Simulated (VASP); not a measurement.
# Lu (Fm-3m) in VASP: relaxation of cell and atoms with r2SCAN

Aim: the relaxation of cell and atoms of Lu with r2SCAN.

Everything below comes from runs of VASP 6.6.1. Logs are shortened: lines on timing, memory, paths and dates and some standing lists are left out, and cuts for length are marked.

### Step 1. The cell of the first run

Symmetry: Fm-3m, No. 225, cubic system. Conventional cell: a = 4.900 Å, b = 4.900 Å, c = 4.900 Å, α = 90.00°, β = 90.00°, γ = 90.00°. Within 4.6 Å of Lu (site symmetry m-3m) lie 12 Lu at 3.46 Å.

This isn't the form of Lu at room conditions, which is hcp.

### Step 2. Relaxation of cell and atoms, r2SCAN

Contents of POSCAR:

```
Lu
1.0
    0.0000000000      2.4500000000      2.4500000000
    2.4500000000      0.0000000000      2.4500000000
    2.4500000000      2.4500000000      0.0000000000
Lu
1
Direct
    0.0000000000      0.0000000000      0.0000000000
```

Contents of INCAR.step1:

```
SYSTEM = Lu
ALGO = Normal ; EDIFF = 1E-5
EDIFFG = -0.005 ; ENCUT = 660
GGA = PE ; GGA_COMPAT = .FALSE.
IBRION = 2 ; ISIF = 3
ISMEAR = 1 ; LASPH = .TRUE.
LCHARG = .FALSE. ; LREAL = .FALSE.
LWAVE = .TRUE. ; NELM = 120
NELMIN = 4 ; NSW = 100
PREC = Accurate ; SIGMA = 0.1
```

Contents of INCAR.step2:

```
SYSTEM = Lu
ALGO = Normal ; EDIFF = 1E-7
EDIFFG = -0.03 ; ENCUT = 660
GGA_COMPAT = .FALSE. ; IBRION = 2
ISIF = 3 ; ISMEAR = 1
ISTART = 1 ; LASPH = .TRUE.
LCHARG = .FALSE. ; LMIXTAU = .TRUE.
LREAL = .FALSE. ; LWAVE = .FALSE.
METAGGA = R2SCAN ; NELM = 120
NELMIN = 4 ; NSW = 80
PREC = Accurate ; SIGMA = 0.1
```

Contents of KPOINTS:

```
k-points
0
G
  8 8 8
  0 0 0
```

Potentials or basis: VASP PAW PBE potentials, release 64 (Lu).

The run is started by

```bash
> cat potpaw_PBE.64/Lu/POTCAR > POTCAR
> cp INCAR.step1 INCAR
> mpirun -np 1 vasp_std > vasp.out
> cp INCAR.step2 INCAR
> mpirun -np 1 vasp_std > vasp.out
```

OUTCAR:

```text
SYSTEM = Lu
   EDIFF = 1E-7
   EDIFFG = -0.03
   ENCUT = 660
   IBRION = 2
   ISIF = 3
   ISMEAR = 1
   ISTART = 1
   LASPH = .TRUE.
   LREAL = .FALSE.
   METAGGA = R2SCAN
   NELM = 120
   NELMIN = 4
   NSW = 80
   PREC = Accurate

 ion  position               nearest neighbor table
   1  0.000  0.000  0.000-

  LATTYP: Found a face centered cubic cell.
 ALAT       =     4.9000000000

  Lattice vectors:

 A1 = (   0.0000000000,   2.4500000000,   2.4500000000)
 A2 = (   2.4500000000,   0.0000000000,   2.4500000000)
 A3 = (   2.4500000000,   2.4500000000,   0.0000000000)

Analysis of symmetry for initial positions (statically):
=====================================================================
 Subroutine PRICEL returns:
 Original cell was already a primitive cell.

 Routine SETGRP: Setting up the symmetry group for a
 face centered cubic supercell.

 Subroutine GETGRP returns: Found 48 space group operations
 (whereof 48 operations were pure point group operations)
 out of a pool of 48 trial point group operations.

The static configuration has the point symmetry O_h .

Analysis of symmetry for dynamics (positions and initial velocities):
=====================================================================
 Subroutine PRICEL returns:
 Original cell was already a primitive cell.

 Routine SETGRP: Setting up the symmetry group for a
 face centered cubic supercell.

 Subroutine GETGRP returns: Found 48 space group operations
 (whereof 48 operations were pure point group operations)
 out of a pool of 48 trial point group operations.

The dynamic configuration has the point symmetry O_h .

 Subroutine INISYM returns: Found 48 space group operations
 (whereof 48 operations are pure point group operations),
 and found     1 'primitive' translations

----------------------------------------------------------------------------------------

                                     Primitive cell

  volume of cell :      29.4123

  direct lattice vectors                    reciprocal lattice vectors
     0.000000000  2.450000000  2.450000000    -0.204081633  0.204081633  0.204081633
     2.450000000  0.000000000  2.450000000     0.204081633 -0.204081633  0.204081633
     2.450000000  2.450000000  0.000000000     0.204081633  0.204081633 -0.204081633

  length of vectors
     3.464823228  3.464823228  3.464823228     0.353479757  0.353479757  0.353479757

  position of ions in fractional coordinates (direct lattice)
     0.000000000  0.000000000  0.000000000

  ion indices of the primitive-cell ions
   primitive index   ion index
                 1           1

----------------------------------------------------------------------------------------

 KPOINTS: k-points

Automatic generation of k-mesh.
 Grid dimensions read from file:
 generate k-points for:    8    8    8

 Generating k-lattice:

  Cartesian coordinates                     Fractional coordinates (reciprocal lattice)
    -0.025510204  0.025510204  0.025510204     0.125000000  0.000000000  0.000000000
     0.025510204 -0.025510204  0.025510204     0.000000000  0.125000000  0.000000000
     0.025510204  0.025510204 -0.025510204     0.000000000  0.000000000  0.125000000

  Length of vectors
     0.044184970  0.044184970  0.044184970

  Shift w.r.t. Gamma in fractional coordinates (k-lattice)
     0.000000000  0.000000000  0.000000000

 Subroutine IBZKPT returns following result:
 ===========================================

 Found     29 irreducible k-points:

 Following reciprocal coordinates:
            Coordinates               Weight
  0.000000  0.000000  0.000000      1.000000
  0.125000  0.000000  0.000000      8.000000
  0.250000  0.000000  0.000000      8.000000
  0.375000  0.000000  0.000000      8.000000
  0.500000  0.000000  0.000000      4.000000
  0.125000  0.125000  0.000000      6.000000
[... 16 lines left out ...]
  0.500000  0.250000  0.125000     48.000000
 -0.375000  0.250000  0.125000     24.000000
 [... further k-points ...]
   k-points           NKPTS =     29   k-points in BZ     NKDIM =     29   number of bands    NBANDS=     16
   number of dos      NEDOS =    301   number of ions     NIONS =      1
   total plane-waves  NPLWV =  27000
   dimension x,y,z NGX =    30 NGY =   30 NGZ =   30
   dimension x,y,z NGXF=    60 NGYF=   60 NGZF=   60
   ions per type =               1
   NGX,Y,Z   is equivalent  to a cutoff of  14.39, 14.39, 14.39 a.u.
   NGXF,Y,Z  is equivalent  to a cutoff of  28.79, 28.79, 28.79 a.u.
 SYSTEM =  Lu
   PREC   = accura    normal or accurate (medium, high low for compatibility)
   ISTART =      1    job   : 0-new  1-cont  2-samecut
   ICHARG =      0    charge: 1-file 2-atom 10-const
   ISPIN  =      1    spin polarized calculation?
   LNONCOLLINEAR =      F non collinear calculations
   LSORBIT =      F    spin-orbit coupling
   LASPH  =      T    aspherical Exc in radial PAW
   ENCUT  =  660.0 eV  48.51 Ry    6.96 a.u.   7.26  7.26  7.26*2*pi/ulx,y,z
   NELM   =    120;   NELMIN=  4; NELMDL=  0     # of ELM steps
   EDIFF  = 0.1E-06   stopping-criterion for ELM
   LREAL  =      F    real-space projection
   EDIFFG = -.3E-01   stopping-criterion for IOM
   NSW    =     80    number of steps for IOM
   IBRION =      2    ionic relax: 0-MD 1-quasi-New 2-CG
   NFREE  =      1    steps in history (QN), initial steepest desc. (CG)
   ISIF   =      3    stress and relaxation
   ISYM   =      2    0-nonsym 1-usesym 2-fastsym
   POTIM  = 0.5000    time-step for ionic-motion
   TEBEG  =    0.0;   TEEND  =   0.0 temperature during run
   PSTRESS=    0.0 pullay stress
   NELECT =      25.0000    total number of electrons
   NUPDOWN=      -1.0000    fix difference up-down
   EMIN   =  10.00;   EMAX   =-10.00  energy-range for DOS
   EFERMI =   0.00;   METHOD = LEGACY
   ISMEAR =     1;   SIGMA  =   0.10  broadening in eV -4-tet -1-fermi 0-gaus
   EFERMI_NEDOS =   21; number of points for ismear=-14 and -15
   IALGO  =     38    algorithm
   IMIX   =      4    mixing-type and parameters
     AMIX     =   0.40;   BMIX     =  1.00
     AMIX_MAG =   1.60;   BMIX_MAG =  1.00
  volume/ion in A,a.u.               =      29.41       198.48
  Fermi-wavevector in a.u.,A,eV,Ry     =   1.550763  2.930517 32.720185  2.404866
  Thomas-Fermi vector in A             =   2.655380
   LORBIT       =      0    0 simple, 1 ext, 2 COOP (PROOUT), +10 PAW based schemes
   METAGGA = R2SCAN    functional components
   LHFCALC =     F    Hartree Fock is set to
   AEXX    =    0.0000 exact exchange contribution
   IVDW    =     0    specifies the selected vdW correction
   LEPSILON=     F    determine dielectric tensor
   LRPA    =     F    only Hartree local field effects (RPA)
 conjugate gradient relaxation of ions
 non-spin polarized calculation
 Methfessel and Paxton  Order N= 1 SIGMA  =   0.10
  energy-cutoff  :      660.00
  volume of cell :       29.41
 maximum number of plane-waves:      1158
 NGX is ok and might be reduce to    30
   NGX = 15   NGY = 15   NGZ = 15

 number of electron      24.9999998 magnetization

 Free energy of the ion-electron system (eV)
  ---------------------------------------------------
  ext. energy  EPLUGINS =         0.00000000
  ---------------------------------------------------
  free energy    TOTEN  =       -37.99593545 eV

  energy without entropy =      -37.99508423  energy(sigma->0) =      -37.99565171

 E-fermi :   2.1990     XC(G=0): -11.5588

 val. band max:        2.1422773672   @ k =  -0.2500   0.3750   0.1250
 cond. band min:       2.2226378575   @ k =   0.3750   0.2500   0.0000
 fundamental gap:      0.0803604903
 Fermi energy:         2.1990006972

 k-point     1 :       0.0000    0.0000    0.0000
  band No.  band energies     occupation
      1     -55.7734      2.00000
      2     -25.5381      2.00000
      3     -25.5381      2.00000
      4     -25.5381      2.00000
      5      -4.1569      2.00000
      6      -3.0643      2.00000
[... 8 lines left out ...]
     15       4.6888      0.00000
     16       7.1627      0.00000

 k-point     2 :       0.1250    0.0000    0.0000
  band No.  band energies     occupation
      1     -55.7690      2.00000
      2     -25.6132      2.00000
      3     -25.5478      2.00000
      4     -25.5478      2.00000
      5      -3.7170      2.00000
      6      -3.0560      2.00000
[... 8 lines left out ...]
     15       4.8818      0.00000
     16       6.9506      0.00000

 k-point     3 :       0.2500    0.0000    0.0000
  band No.  band energies     occupation
      1     -55.7582      2.00000
      2     -25.7900      2.00000
      3     -25.5709      2.00000
      4     -25.5709      2.00000
      5      -3.0425      2.00000
      6      -3.0126      2.00000
[... 8 lines left out ...]
     15       4.9765      0.00000
     16       7.1047      0.00000

 k-point     4 :       0.3750    0.0000    0.0000
  band No.  band energies     occupation
      1     -55.7475      2.00000
      2     -25.9609      2.00000
      3     -25.5940      2.00000
      4     -25.5940      2.00000
      5      -3.0458      2.00000
      6      -3.0078      2.00000
[... 8 lines left out ...]
     15       4.6373      0.00000
     16       8.1777      0.00000

 k-point     5 :       0.5000    0.0000    0.0000
  band No.  band energies     occupation
      1     -55.7430      2.00000
      2     -26.0300      2.00000
      3     -25.6035      2.00000
      4     -25.6035      2.00000
      5      -3.0492      2.00000
      6      -3.0169      2.00000
[... 8 lines left out ...]
     15       4.4595      0.00000
     16       8.9039      0.00000

 k-point     6 :       0.1250    0.1250    0.0000
  band No.  band energies     occupation
      1     -55.7675      2.00000
      2     -25.6114      2.00000
      3     -25.5642      2.00000
      4     -25.5642      2.00000
      5      -3.5712      2.00000
      6      -3.0527      2.00000
[... 8 lines left out ...]
     15       5.0168      0.00000
     16       6.2582      0.00000

 k-point     7 :       0.2500    0.1250    0.0000
  band No.  band energies     occupation
      1     -55.7589      2.00000
      2     -25.7421      2.00000
      3     -25.5921      2.00000
      4     -25.5848      2.00000
      5      -3.0368      2.00000
      6      -3.0143      2.00000
[... 8 lines left out ...]
     15       5.2980      0.00000
     16       6.1353      0.00000

 k-point     8 :       0.3750    0.1250    0.0000
  band No.  band energies     occupation
      1     -55.7481      2.00000
      2     -25.9046      2.00000
      3     -25.6171      2.00000
      4     -25.6151      2.00000
      5      -3.0350      2.00000
      6      -3.0036      2.00000
[... 8 lines left out ...]
     15       5.1226      0.00000
     16       7.3714      0.00000

 k-point     9 :       0.5000    0.1250    0.0000
  band No.  band energies     occupation
      1     -55.7415      2.00000
      2     -25.9996      2.00000
      3     -25.6478      2.00000
      4     -25.6199      2.00000
      5      -3.0399      2.00000
      6      -3.0173      2.00000
[... 8 lines left out ...]
     15       4.8422      0.00000
     16       8.7918      0.00000
[... 172 lines left out ...]
 k-point    19 :       0.5000    0.3750    0.0000
  band No.  band energies     occupation
      1     -55.7345      2.00000
      2     -25.9673      2.00000
      3     -25.7369      2.00000
      4     -25.6983      2.00000
      5      -3.0101      2.00000
      6      -3.0062      2.00000
[... 8 lines left out ...]
     15       7.6041      0.00000
     16       8.9614      0.00000

 k-point    20 :      -0.3750    0.3750    0.0000
  band No.  band energies     occupation
      1     -55.7338      2.00000
      2     -25.9198      2.00000
      3     -25.8216      2.00000
      4     -25.6775      2.00000
      5      -3.0208      2.00000
      6      -3.0078      2.00000
[... 8 lines left out ...]
     15       6.7521      0.00000
     16       8.2398      0.00000

 k-point    21 :       0.5000    0.5000    0.0000
  band No.  band energies     occupation
      1     -55.7330      2.00000
      2     -25.9994      2.00000
      3     -25.7144      2.00000
      4     -25.7144      2.00000
      5      -3.0120      2.00000
      6      -3.0010      2.00000
[... 8 lines left out ...]
     15       8.9414      0.00000
     16       9.4058      0.00000

 k-point    22 :       0.3750    0.2500    0.1250
  band No.  band energies     occupation
      1     -55.7502      2.00000
      2     -25.8322      2.00000
      3     -25.6613      2.00000
      4     -25.6012      2.00000
      5      -3.0182      2.00000
      6      -3.0159      2.00000
[... 8 lines left out ...]
     15       5.9387      0.00000
     16       6.1822      0.00000

 k-point    23 :       0.5000    0.2500    0.1250
  band No.  band energies     occupation
      1     -55.7416      2.00000
      2     -25.9233      2.00000
      3     -25.7155      2.00000
      4     -25.6291      2.00000
      5      -3.0231      2.00000
      6      -3.0156      2.00000
[... 8 lines left out ...]
     15       5.5952      0.00000
     16       7.4795      0.00000

 k-point    24 :      -0.3750    0.2500    0.1250
  band No.  band energies     occupation
      1     -55.7380      2.00000
      2     -25.9621      2.00000
      3     -25.7327      2.00000
      4     -25.6443      2.00000
      5      -3.0244      2.00000
      6      -3.0222      2.00000
[... 8 lines left out ...]
     15       5.3821      0.00000
     16       8.2630      0.00000

 [... further k-points ...]

------------------------ aborting loop because EDIFF is reached ----------------------------------------

  FORCE on cell =-STRESS in cart. coord.  units (eV):
  Direction    XX          YY          ZZ          XY          YZ          ZX
  --------------------------------------------------------------------------------------
  -------------------------------------------------------------------------------------
  Total       -0.0259006     -0.0259006     -0.0259006     -0.0000000     -0.0000000     -0.0000000
  in kB       -1.4108866     -1.4108866     -1.4108866     -0.0000000     -0.0000000     -0.0000000
  external PRESSURE =      -1.4108866 kB  Pullay stress =       0.0000000 kB

 VOLUME and BASIS-vectors are now :
 -----------------------------------------------------------------------------
  energy-cutoff  :      660.00
  volume of cell :       29.41
      direct lattice vectors                 reciprocal lattice vectors
     0.000000000  2.450000000  2.450000000    -0.204081633  0.204081633  0.204081633
     2.450000000  0.000000000  2.450000000     0.204081633 -0.204081633  0.204081633
     2.450000000  2.450000000  0.000000000     0.204081633  0.204081633 -0.204081633

 POSITION                                       TOTAL-FORCE (eV/Angst)
 -----------------------------------------------------------------------------------
      0.00000      0.00000      0.00000         0.000000      0.000000      0.000000
 -----------------------------------------------------------------------------------
    total drift:                               -0.000000     -0.000000     -0.000000

  FREE ENERGIE OF THE ION-ELECTRON SYSTEM (eV)
  ---------------------------------------------------
  free  energy   TOTEN  =       -37.9959354527 eV

  energy  without entropy=      -37.9950842338  energy(sigma->0) =      -37.99565171

 reached required accuracy - stopping structural energy minimisation
```

Run time: 2.4 min. Hardware: 1 thread of AMD EPYC 9R45 (Zen 5), shared host; peak memory 0.17 GiB.

What came out:

* Free energy: -37.9959 eV
* Pressure after relaxing: -0.1 GPa
* Band gap on the k mesh: zero (an odd number of electrons rules out a gap without spin polarisation)

Final structure:
```cif
data_structure
_symmetry_space_group_name_H-M 'P 1'
_symmetry_Int_Tables_number 1
_cell_length_a 3.4648
_cell_length_b 3.4648
_cell_length_c 3.4648
_cell_angle_alpha 60.000
_cell_angle_beta 60.000
_cell_angle_gamma 60.000
_cell_volume 29.41
loop_
_atom_site_label
_atom_site_type_symbol
_atom_site_fract_x
_atom_site_fract_y
_atom_site_fract_z
_atom_site_occupancy
Lu1 Lu 0.00000 0.00000 0.00000 1
```

Caveat: the PAW data sets were made with another functional, which shifts forces and pressure a little; spin-orbit coupling is left out, which moves the levels of the heavy elements.

The gap in the log of VASP goes by the Fermi energy; the results here count the filled bands.